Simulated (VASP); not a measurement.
# Ti2BN (P6/mmm) in VASP: notebook

Ti2BN is run at these levels: PBE; tasks: single point.

Everything below comes from runs of VASP 6.6.1. Logs are shortened: lines on timing, memory, paths and dates and some standing lists are left out, and cuts for length are marked.

### 1 The cell of the first run

Symmetry: P6/mmm, No. 191, hexagonal system. The conventional cell has a = 3.009 Å, b = 3.009 Å, c = 5.826 Å, α = 90.00°, β = 90.00°, γ = 120.00°. Within 1.9 Å of Ti (site symmetry 6mm) lie 1 B at 1.42 Å and 1 N at 1.49 Å. Within 1.9 Å of B (site symmetry 6/mmm) lie 2 Ti at 1.42 Å. N (site symmetry 6/mmm) has 2 Ti at 1.49 Å within 2.0 Å.

### 2 Single point, PBE

INCAR

```
SYSTEM = Ti2BN
PREC     = Accurate       ! precision mode
ENCUT    = 520            ! plane-wave cutoff, eV
EDIFF    = 1E-6           ! SCF threshold, eV
ISMEAR   = -1             ! smearing method
SIGMA    = 0.05           ! smearing width, eV
LREAL    = .False.        ! projectors in reciprocal space
LASPH    = .True.         ! aspherical terms in the spheres
NELM     = 80             ! most SCF steps
ALGO     = Normal         ! electronic algorithm
ISIF     = 2              ! what is computed and relaxed
LWAVE    = .False.        ! write WAVECAR
LCHARG   = .False.        ! write CHGCAR
GGA      = PE             ! functional
NBANDS   = 24             ! bands
```

KPOINTS

```
regular mesh
0
Gamma
  10 10 5
  0 0 0
```

POSCAR

```
Ti2BN
1.0
    3.0094511600      0.0000000000      0.0000000000
   -1.5047255800      2.6062611600      0.0000000000
    0.0000000000      0.0000000000      5.8263444500
Ti B N
2 1 1
Direct
    0.0000000000      0.0000000000      0.2565625700
    0.0000000000      0.0000000000      0.7434374300
    0.0000000000      0.0000000000      0.5000000000
    0.0000000000      0.0000000000      0.0000000000
```

Potentials or basis: VASP PAW PBE potentials, release 64 (Ti_sv, B, N).

Command:

```
cat potpaw_PBE.64/Ti_sv/POTCAR potpaw_PBE.64/B/POTCAR potpaw_PBE.64/N/POTCAR > POTCAR
mpirun -np 1 vasp_std > vasp.out
```

OUTCAR:

```text
SYSTEM = Ti2BN
   PREC = Accurate
   ENCUT = 520
   EDIFF = 1E-6
   ISMEAR = -1
   LREAL = .False.
   LASPH = .True.
   NELM = 80
   ISIF = 2
   GGA = PE

 ion  position               nearest neighbor table
   1  0.000  0.000  0.257-   3 1.42   4 1.49   2 2.84
   2  0.000  0.000  0.743-   3 1.42   4 1.49   1 2.84
   3  0.000  0.000  0.500-   1 1.42   2 1.42
   4  0.000  0.000  0.000-   1 1.49   2 1.49

  LATTYP: Found a hexagonal cell.
 ALAT       =     3.0094511600
 C/A-ratio  =     1.9360156189

  Lattice vectors:

 A1 = (   3.0094511600,   0.0000000000,   0.0000000000)
 A2 = (  -1.5047255800,   2.6062611600,   0.0000000000)
 A3 = (   0.0000000000,   0.0000000000,   5.8263444500)

Analysis of symmetry for initial positions (statically):
=====================================================================
 Subroutine PRICEL returns:
 Original cell was already a primitive cell.

 Routine SETGRP: Setting up the symmetry group for a
 hexagonal supercell.

 Subroutine GETGRP returns: Found 24 space group operations
 (whereof 24 operations were pure point group operations)
 out of a pool of 24 trial point group operations.

The static configuration has the point symmetry D_6h.

Analysis of symmetry for dynamics (positions and initial velocities):
=====================================================================
 Subroutine PRICEL returns:
 Original cell was already a primitive cell.

 Routine SETGRP: Setting up the symmetry group for a
 hexagonal supercell.

 Subroutine GETGRP returns: Found 24 space group operations
 (whereof 24 operations were pure point group operations)
 out of a pool of 24 trial point group operations.

The dynamic configuration has the point symmetry D_6h.

 Subroutine INISYM returns: Found 24 space group operations
 (whereof 24 operations are pure point group operations),
 and found     1 'primitive' translations

----------------------------------------------------------------------------------------

                                     Primitive cell

  volume of cell :      45.6984

  direct lattice vectors                    reciprocal lattice vectors
     3.009451160  0.000000000  0.000000000     0.332286502  0.191845701  0.000000000
    -1.504725580  2.606261160  0.000000000     0.000000000  0.383691403  0.000000000
     0.000000000  0.000000000  5.826344450     0.000000000  0.000000000  0.171634205

  length of vectors
     3.009451160  3.009451163  5.826344450     0.383691403  0.383691403  0.171634205

  position of ions in fractional coordinates (direct lattice)
     0.000000000  0.000000000  0.256562570
     0.000000000  0.000000000  0.743437430
     0.000000000  0.000000000  0.500000000
     0.000000000  0.000000000  0.000000000

  ion indices of the primitive-cell ions
   primitive index   ion index
                 1           1
                 2           2
                 3           3
                 4           4

----------------------------------------------------------------------------------------

 KPOINTS: regular mesh

Automatic generation of k-mesh.
 Grid dimensions read from file:
 generate k-points for:   10   10    5

 Generating k-lattice:

  Cartesian coordinates                     Fractional coordinates (reciprocal lattice)
     0.033228650  0.019184570  0.000000000     0.100000000 -0.000000000  0.000000000
     0.000000000  0.038369140  0.000000000     0.000000000  0.100000000  0.000000000
     0.000000000  0.000000000  0.034326841     0.000000000  0.000000000  0.200000000

  Length of vectors
     0.038369140  0.038369140  0.034326841

  Shift w.r.t. Gamma in fractional coordinates (k-lattice)
     0.000000000  0.000000000  0.000000000

 Subroutine IBZKPT returns following result:
 ===========================================

 Found     42 irreducible k-points:

 Following reciprocal coordinates:
            Coordinates               Weight
  0.000000  0.000000  0.000000      1.000000
  0.100000 -0.000000  0.000000      6.000000
  0.200000 -0.000000  0.000000      6.000000
  0.300000 -0.000000  0.000000      6.000000
  0.400000 -0.000000  0.000000      6.000000
  0.500000  0.000000  0.000000      3.000000
[... 16 lines left out ...]
  0.300000  0.100000  0.200000     24.000000
  0.400000  0.100000  0.200000     24.000000
 [... further k-points ...]
   k-points           NKPTS =     42   k-points in BZ     NKDIM =     42   number of bands    NBANDS=     24
   number of dos      NEDOS =    301   number of ions     NIONS =      4
   total plane-waves  NPLWV =  27648
   dimension x,y,z NGX =    24 NGY =   24 NGZ =   48
   dimension x,y,z NGXF=    48 NGYF=   48 NGZF=   96
   ions per type =               2   1   1
   NGX,Y,Z   is equivalent  to a cutoff of  13.26, 13.26, 13.70 a.u.
   NGXF,Y,Z  is equivalent  to a cutoff of  26.52, 26.52, 27.39 a.u.
 SYSTEM =  Ti2BN
   PREC   = accura    normal or accurate (medium, high low for compatibility)
   ISTART =      0    job   : 0-new  1-cont  2-samecut
   ICHARG =      2    charge: 1-file 2-atom 10-const
   ISPIN  =      1    spin polarized calculation?
   LNONCOLLINEAR =      F non collinear calculations
   LSORBIT =      F    spin-orbit coupling
   LASPH  =      T    aspherical Exc in radial PAW
   ENCUT  =  520.0 eV  38.22 Ry    6.18 a.u.   5.60  5.60 10.83*2*pi/ulx,y,z
   NELM   =     80;   NELMIN=  2; NELMDL= -5     # of ELM steps
   EDIFF  = 0.1E-05   stopping-criterion for ELM
   LREAL  =      F    real-space projection
   EDIFFG = 0.1E-04   stopping-criterion for IOM
   NSW    =      0    number of steps for IOM
   IBRION =     -1    ionic relax: 0-MD 1-quasi-New 2-CG
   NFREE  =      0    steps in history (QN), initial steepest desc. (CG)
   ISIF   =      2    stress and relaxation
   ISYM   =      2    0-nonsym 1-usesym 2-fastsym
   POTIM  = 0.5000    time-step for ionic-motion
   TEBEG  =    0.0;   TEEND  =   0.0 temperature during run
   PSTRESS=    0.0 pullay stress
   NELECT =      32.0000    total number of electrons
   NUPDOWN=      -1.0000    fix difference up-down
   EMIN   =  10.00;   EMAX   =-10.00  energy-range for DOS
   EFERMI =   0.00;   METHOD = LEGACY
   ISMEAR =    -1;   SIGMA  =   0.05  broadening in eV -4-tet -1-fermi 0-gaus
   EFERMI_NEDOS =   21; number of points for ismear=-14 and -15
   IALGO  =     38    algorithm
   IMIX   =      4    mixing-type and parameters
     AMIX     =   0.40;   BMIX     =  1.00
     AMIX_MAG =   1.60;   BMIX_MAG =  1.00
  volume/ion in A,a.u.               =      11.42        77.10
  Fermi-wavevector in a.u.,A,eV,Ry     =   1.453754  2.747197 28.754576  2.113402
  Thomas-Fermi vector in A             =   2.570984
   LORBIT       =      0    0 simple, 1 ext, 2 COOP (PROOUT), +10 PAW based schemes
   GGA     = PE    functional components
   LHFCALC =     F    Hartree Fock is set to
   AEXX    =    0.0000 exact exchange contribution
   IVDW    =     0    specifies the selected vdW correction
   LEPSILON=     F    determine dielectric tensor
   LRPA    =     F    only Hartree local field effects (RPA)
 non-spin polarized calculation
  energy-cutoff  :      520.00
  volume of cell :       45.70
 maximum number of plane-waves:      1257
 NGX is ok and might be reduce to    24
   NGX = 11   NGY = 11   NGZ = 21

 number of electron      32.0000003 magnetization

 Free energy of the ion-electron system (eV)
  ---------------------------------------------------
  ext. energy  EPLUGINS =         0.00000000
  ---------------------------------------------------
  free energy    TOTEN  =       -11.97570347 eV

  energy without entropy =      -11.95683290  energy(sigma->0) =      -11.96626818

 E-fermi :   7.9170     XC(G=0): -11.4908

 val. band max:        7.9092433320   @ k =   0.3000  -0.0000   0.2000
 cond. band min:       7.9703037861   @ k =   0.3000   0.1000   0.2000
 fundamental gap:      0.0610604541
 Fermi energy:         7.9170416086

 k-point     1 :       0.0000    0.0000    0.0000
  band No.  band energies     occupation
      1     -48.7880      2.00000
      2     -48.7647      2.00000
      3     -27.0887      2.00000
      4     -26.9129      2.00000
      5     -24.5318      2.00000
      6     -24.5318      2.00000
[... 16 lines left out ...]
     23       9.8701      0.00000
     24      15.1688      0.00000

 k-point     2 :       0.1000   -0.0000    0.0000
  band No.  band energies     occupation
      1     -48.7829      2.00000
      2     -48.7594      2.00000
      3     -27.0808      2.00000
      4     -26.9087      2.00000
      5     -24.5716      2.00000
      6     -24.5409      2.00000
[... 16 lines left out ...]
     23       9.8410      0.00000
     24      15.3095      0.00000

 k-point     3 :       0.2000   -0.0000    0.0000
  band No.  band energies     occupation
      1     -48.7698      2.00000
      2     -48.7455      2.00000
      3     -27.0601      2.00000
      4     -26.8977      2.00000
      5     -24.6749      2.00000
      6     -24.5674      2.00000
[... 16 lines left out ...]
     23      10.0265      0.00000
     24      15.6008      0.00000

 k-point     4 :       0.3000   -0.0000    0.0000
  band No.  band energies     occupation
      1     -48.7535      2.00000
      2     -48.7283      2.00000
      3     -27.0344      2.00000
      4     -26.8842      2.00000
      5     -24.8006      2.00000
      6     -24.6842      2.00000
[... 16 lines left out ...]
     23      10.6905      0.00000
     24      15.7969      0.00000

 k-point     5 :       0.4000   -0.0000    0.0000
  band No.  band energies     occupation
      1     -48.7404      2.00000
      2     -48.7144      2.00000
      3     -27.0136      2.00000
      4     -26.8733      2.00000
      5     -24.9007      2.00000
      6     -24.7774      2.00000
[... 451 lines left out ...]
 k-point    22 :       0.2000    0.1000    0.2000
  band No.  band energies     occupation
      1     -48.7671      2.00000
      2     -48.7263      2.00000
      3     -27.1003      2.00000
      4     -26.8308      2.00000
      5     -24.7374      2.00000
      6     -24.6453      2.00000
[... 16 lines left out ...]
     23      11.2417      0.00000
     24      14.6355      0.00000

 k-point    23 :       0.3000    0.1000    0.2000
  band No.  band energies     occupation
      1     -48.7522      2.00000
      2     -48.7109      2.00000
      3     -27.0801      2.00000
      4     -26.8153      2.00000
      5     -24.8421      2.00000
      6     -24.7441      2.00000
[... 16 lines left out ...]
     23      11.5818      0.00000
     24      14.8469      0.00000

 k-point    24 :       0.4000    0.1000    0.2000
  band No.  band energies     occupation
      1     -48.7430      2.00000
      2     -48.7013      2.00000
      3     -27.0677      2.00000
      4     -26.8056      2.00000
      5     -24.9061      2.00000
      6     -24.8045      2.00000
[... 16 lines left out ...]
     23      12.5693      0.00000
     24      14.8697      0.00000

 [... further k-points ...]
[... 5 lines left out ...]
  --------------------------------------------------------------------------------------
  -------------------------------------------------------------------------------------
  Total        3.8825437      3.8825437     90.7115775      0.0000000      0.0000000      0.0000000
  in kB      136.1211305    136.1211310   3180.3280094      0.0000000      0.0000000      0.0000000
  external PRESSURE =    1150.8567570 kB  Pullay stress =       0.0000000 kB

 VOLUME and BASIS-vectors are now :
 -----------------------------------------------------------------------------
  energy-cutoff  :      520.00
  volume of cell :       45.70
      direct lattice vectors                 reciprocal lattice vectors
     3.009451160  0.000000000  0.000000000     0.332286502  0.191845701  0.000000000
    -1.504725580  2.606261160  0.000000000     0.000000000  0.383691403  0.000000000
     0.000000000  0.000000000  5.826344450     0.000000000  0.000000000  0.171634205

 POSITION                                       TOTAL-FORCE (eV/Angst)
 -----------------------------------------------------------------------------------
      0.00000      0.00000      1.49482         0.000000      0.000000     -4.384045
      0.00000      0.00000      4.33152        -0.000000      0.000000      4.384045
      0.00000      0.00000      2.91317         0.000000     -0.000000      0.000000
      0.00000      0.00000      0.00000         0.000000     -0.000000      0.000000
 -----------------------------------------------------------------------------------
    total drift:                               -0.000000      0.000000      0.000000

  FREE ENERGIE OF THE ION-ELECTRON SYSTEM (eV)
  ---------------------------------------------------
  free  energy   TOTEN  =       -11.9757034672 eV

  energy  without entropy=      -11.9568328985  energy(sigma->0) =      -11.96626818
```

Wall time 40 s (1 thread of Intel Xeon 6975P-C, shared host); peak memory 0.19 GiB.

Results:

* Free energy: -11.9757 eV
* Pressure: 115.1 GPa
* Largest force: 4.384 eV/Å
* Band gap on the k mesh: zero (band 16 reaches 8.88 eV, above the bottom of band 17 at 7.52 eV)

Forces in eV/Å, atoms in the order of the input:
```
Ti   0.000  0.000 -4.384
Ti   0.000  0.000  4.384
B    0.000  0.000  0.000
N    0.000  0.000  0.000
```

Stress tensor (GPa, compression positive):
```
 13.61   0.00   0.00
  0.00  13.61   0.00
  0.00   0.00 318.03
```

Caveat: forces of over 1 eV/Å act on the atoms, so gaps and moduli don't describe the material at rest.

### 3 Single point, PBE (volume scaled by 1.02)

INCAR

```
PREC = Accurate ; ENCUT = 520
EDIFF = 1E-6 ; ISMEAR = -1
SIGMA = 0.05 ; LREAL = False
LASPH = True ; NELM = 60
ALGO = Normal ; ISIF = 2
LWAVE = False ; LCHARG = True
GGA = PE ; LELF = True
LVHAR = True ; NBANDS = 24
```

KPOINTS

```
regular mesh
0
Gamma
  10 10 5
```

POSCAR

```
Ti2BN
1.0
    3.0293818810      0.0000000000      0.0000000000
   -1.5146909405      2.6235216707      0.0000000000
    0.0000000000      0.0000000000      5.8649306371
Ti B N
2 1 1
Direct
    0.0000000000      0.0000000000      0.2565625700
    0.0000000000      0.0000000000      0.7434374300
    0.0000000000      0.0000000000      0.5000000000
    0.0000000000      0.0000000000      0.0000000000
```

Potentials or basis: VASP PAW PBE potentials, release 64 (Ti_sv, B, N).

Command:

```
cat potpaw_PBE.64/Ti_sv/POTCAR potpaw_PBE.64/B/POTCAR potpaw_PBE.64/N/POTCAR > POTCAR
mpirun -np 1 vasp_std > vasp.out
```

Run time: 31 s. Hardware: 1 thread of Intel Xeon 6975P-C, shared host; peak memory 0.2 GiB.

It converged, with:

```yaml
Free_energy: -12.6147 eV
Pressure: 108.5 GPa
Largest_force: 4.661 eV/Å
Band_gap_on_the_k_mesh: zero (band 16 reaches 8.66 eV, above the bottom of band 17 at 7.33 eV)
```

Forces in eV/Å, atoms in the order of the input:
```
Ti   0.000  0.000 -4.661
Ti   0.000  0.000  4.661
B    0.000  0.000  0.000
N    0.000  0.000  0.000
```

Stress tensor (GPa, compression positive):
```
 12.21   0.00   0.00
  0.00  12.21   0.00
  0.00   0.00 301.08
```

Levels at points of the mesh, in eV from the Fermi level:
```tsv
k point	band 14	band 15	band 16	band 17	band 18	band 19
(0.00, 0.00, 0.00)	-3.11	-2.22	0.97	0.97	1.02	1.02
(0.50, 0.00, 0.00)	-2.48	-1.28	-0.62	0.11	0.51	1.66
```

Caveat: forces of over 1 eV/Å act on the atoms, so gaps and moduli don't describe the material at rest.

### 4 Single point, PBE (volume scaled by 1.04)

INCAR

```
PREC = Accurate ; ENCUT = 520
EDIFF = 1E-6 ; ISMEAR = -1
SIGMA = 0.05 ; LREAL = F
LASPH = T ; NELM = 80
ALGO = Normal ; ISIF = 2
LWAVE = F ; LCHARG = F
GGA = PE ; NBANDS = 24
```

KPOINTS is that of step 3.

POSCAR

```
Ti2BN
1.0
    3.0490537431      0.0000000000      0.0000000000
   -1.5245268715      2.6405580031      0.0000000000
    0.0000000000      0.0000000000      5.9030156694
Ti B N
2 1 1
Direct
    0.0000000000      0.0000000000      0.2565625700
    0.0000000000      0.0000000000      0.7434374300
    0.0000000000      0.0000000000      0.5000000000
    0.0000000000      0.0000000000      0.0000000000
```

Command:

```
cat potpaw_PBE.64/Ti_sv/POTCAR potpaw_PBE.64/B/POTCAR potpaw_PBE.64/N/POTCAR > POTCAR
mpirun -np 1 vasp_std > vasp.out
```

Run time: 30 s. Hardware: 1 thread of Intel Xeon 6975P-C, shared host; peak memory 0.2 GiB.

It converged, with:

* Free energy: -13.2172 eV
* Pressure: 102.3 GPa
* Largest force: 4.904 eV/Å
* Band gap on the k mesh: zero (band 16 reaches 8.45 eV, above the bottom of band 17 at 7.10 eV)

Forces on the atoms (eV/Å):
```
Ti   0.000  0.000 -4.904
Ti   0.000  0.000  4.904
B    0.000  0.000  0.000
N    0.000  0.000  0.000
```

Stress tensor (GPa, compression positive):
```
 10.90   0.00   0.00
  0.00  10.90   0.00
  0.00   0.00 285.19
```

Levels at points of the mesh, in eV from the Fermi level:
| k point | band 13 | band 14 | band 15 | band 16 | band 17 | band 18 | band 19 | band 20 |
| --- | --- | --- | --- | --- | --- | --- | --- | --- |
| (0.00, 0.00, 0.00) | -4.48 | -3.05 | -2.20 | 0.99 | 0.99 | 1.02 | 1.02 | 1.45 |
| (0.50, 0.00, 0.00) | -3.94 | -2.49 | -1.30 | -0.58 | 0.12 | 0.54 | 1.67 | 3.37 |

Caveat: forces of over 1 eV/Å act on the atoms, so gaps and moduli don't describe the material at rest.

### 5 Summary

| cell | gap on the mesh (eV) | pressure (GPa) | largest force (eV/Å) |
| --- | --- | --- | --- |
| a = 3.009, b = 3.009, c = 5.826 Å, angles 90.0, 90.0, 120.0°, 4 atoms | none | 115.1 | 4.38 |
| a = 3.029, b = 3.029, c = 5.865 Å, angles 90.0, 90.0, 120.0°, 4 atoms | none | 108.5 | 4.66 |
| a = 3.049, b = 3.049, c = 5.903 Å, angles 90.0, 90.0, 120.0°, 4 atoms | none | 102.3 | 4.90 |

Alike in all rows: task single point; level PBE; potentials or basis VASP PAW PBE potentials, release 64 (Ti_sv, B, N); no spin polarisation; k mesh 10 × 10 × 5; cutoff (eV) 520; smearing fermi-dirac 0.05 eV.

Caveats: forces of over 1 eV/Å act on the atoms, so gaps and moduli don't describe the material at rest.

Total energies depend on the potentials used, so only differences within one code and one set of settings carry meaning.
